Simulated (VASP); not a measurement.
Runs of VASP 6.6.1 on SiC. The structure is that of space group F-43m (No. 216), or close to it. The cells are those of the table. 

```tsv
task	cell	k mesh	cutoff (eV)	smearing	ions in elastic constants	gap on the mesh (eV)	pressure (GPa)
single point	a = 3.060 Å, angles 60.0°, 2 atoms	6 × 6 × 6	600	gaussian 0.05 eV	-	1.28	0.5
single point	a = 3.243 Å, angles 60.0°, 2 atoms	6 × 6 × 6	600	gaussian 0.05 eV	-	(b)	(a)
single point	a = 3.493 Å, angles 60.0°, 2 atoms	6 × 6 × 6	520	gaussian 0.05 eV	-	1.50	-40.3
single point	a = 3.034 Å, angles 60.0°, 2 atoms	8 × 8 × 8	600	gaussian 0.05 eV	-	1.26	6.7
single point	a = 3.060 Å, angles 60.0°, 2 atoms	8 × 8 × 8	600	gaussian 0.02 eV	-	1.29	0.4
```

Alike in all rows: level LDA; potentials or basis VASP PAW LDA potentials, release 64 (C, Si); no spin polarisation.

Q: Fill in the values left out.

A: (a) -28.0; (b) 1.41.

A k mesh can miss the band edges.
